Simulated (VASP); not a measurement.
InSb, 2 atoms in the cell. Symmetry: I-4m2, No. 119, tetragonal system. Conventional cell: a = 4.592 Å, b = 4.592 Å, c = 6.623 Å, α = 90.00°, β = 90.00°, γ = 90.00°. Within 3.7 Å of In (site symmetry -4m2) lie 4 Sb at 2.83 Å. Within 3.7 Å of Sb (site symmetry -4m2) lie 4 In at 2.83 Å.  This cell differs from its parent crystal: epitaxial xy strain -1.0%.

- Program: VASP 6.6.1
- Task: single point
- Functional: r2SCAN
- Potentials or basis: VASP PAW PBE potentials, release 64 (In_d, Sb)
- Cutoff: 520 eV
- k mesh: 6 × 6 × 6
- Occupations: fermi-dirac, width 0.02 eV
- Spin: no spin polarisation
- Dipole correction: no
- Further INCAR settings: ALGO = Normal; EDIFF = 1e-06; NBANDS = 16

Potentials or basis: VASP PAW PBE potentials, release 64 (In_d, Sb).

Command:

```sh
$ cat potpaw_PBE.64/In_d/POTCAR potpaw_PBE.64/Sb/POTCAR > POTCAR
$ cp INCAR.step1 INCAR
$ mpirun -np 1 vasp_std > vasp.out
$ cp INCAR.step2 INCAR
$ mpirun -np 1 vasp_std > vasp.out
```

Hardware: 1 thread of Intel Xeon 8259CL, on a shared host.

Task: Estimate the wall time of this run.

Result: It took 6.3 min on 1 thread of Intel Xeon 8259CL (shared host), peak memory 0.2 GiB. Counts: k points 30.
